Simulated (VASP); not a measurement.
Au, 2 atoms in the cell. The structure is hexagonal, space group P6_3/mmc (No. 194). The conventional cell has a = 2.900 Å, b = 2.900 Å, c = 4.880 Å, α = 90.00°, β = 90.00°, γ = 120.00°. Within 3.8 Å of Au (site symmetry -6m2) lie 12 Au at 2.90 to 2.96 Å. This isn't the form of Au at room conditions, which is fcc.

| Property | Result |
| --- | --- |
| Program | VASP 6.6.1 |
| Task | electric field gradients |
| Functional | LDA |
| Potentials or basis | VASP PAW LDA potentials, release 64 (Au) |
| Cutoff | 520 eV |
| k mesh | 14 × 14 × 8 |
| Occupations | fermi-dirac, width 0.03 eV |
| Spin | no spin polarisation |
| Dipole correction | no |
| Further INCAR settings | ALGO = Normal; EDIFF = 1e-08; NBANDS = 18 |

Potentials or basis: VASP PAW LDA potentials, release 64 (Au).

The run is started by

```sh
$ cat potpaw_LDA.64/Au/POTCAR > POTCAR
$ mpirun -np 1 vasp_std > vasp.out
```

Hardware: 1 thread of Intel Xeon 8259CL, on a shared host.

Problem. Estimate the wall time of this run.

Solution. Wall time 52 s on 1 thread of Intel Xeon 8259CL (shared host), peak memory 0.19 GiB. Counts: scf iterations 12, k points 120.
